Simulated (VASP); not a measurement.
# C: single point with PBE

Crystal: C.

```
C
1.0
     2.60532    0.00000    0.00000
    -1.30266    2.25627    0.00000
     0.00000    0.00000    2.80021
C
3
Direct
  0.50000 0.50000 0.83333
  0.50000 0.00000 0.50000
  0.00000 0.50000 0.16667
```

The cell was generated, and may not be a known phase.

```
Program                : VASP 6.6.1
Task                   : single point
Functional             : PBE
Potentials or basis    : VASP PAW PBE potentials, release 64 (C)
Cutoff                 : 520 eV
k mesh                 : 12 × 12 × 10
Occupations            : gaussian, width 0.02 eV
Spin                   : no spin polarisation
Dipole correction      : no
Further INCAR settings : ALGO = Normal; EDIFF = 1e-06; NBANDS = 13
```

| Property | Result |
| --- | --- |
| Pressure | 0.6 GPa |
| Band gap on the k mesh | 1.92 eV (least direct gap 4.64 eV) |

Stress tensor (GPa, compression positive):
```
0.52 0.00 0.00
0.00 0.52 0.00
0.00 0.00 0.64
```

Levels at points of the mesh, in eV from the valence-band top:
| k point | band 4 | band 5 | band 6 | band 7 | band 8 | band 9 |
| --- | --- | --- | --- | --- | --- | --- |
| (0.00, 0.00, 0.00) | -6.57 | -1.87 | -1.87 | 6.82 | 6.82 | 9.38 |
| (0.50, 0.00, 0.00) | -5.68 | -5.50 | -4.22 | 1.92 | 4.11 | 8.13 |
| (0.00, 0.00, 0.50) | -3.14 | -1.61 | 0.00 | 4.92 | 4.92 | 7.26 |
| (0.50, 0.00, 0.50) | -11.72 | -4.47 | -3.38 | 2.71 | 4.01 | 10.16 |

Wall time 15 s on 1 thread of Intel Xeon 8259CL, with other jobs on the host, peak memory 0.13 GiB.

A k mesh can miss the band edges.
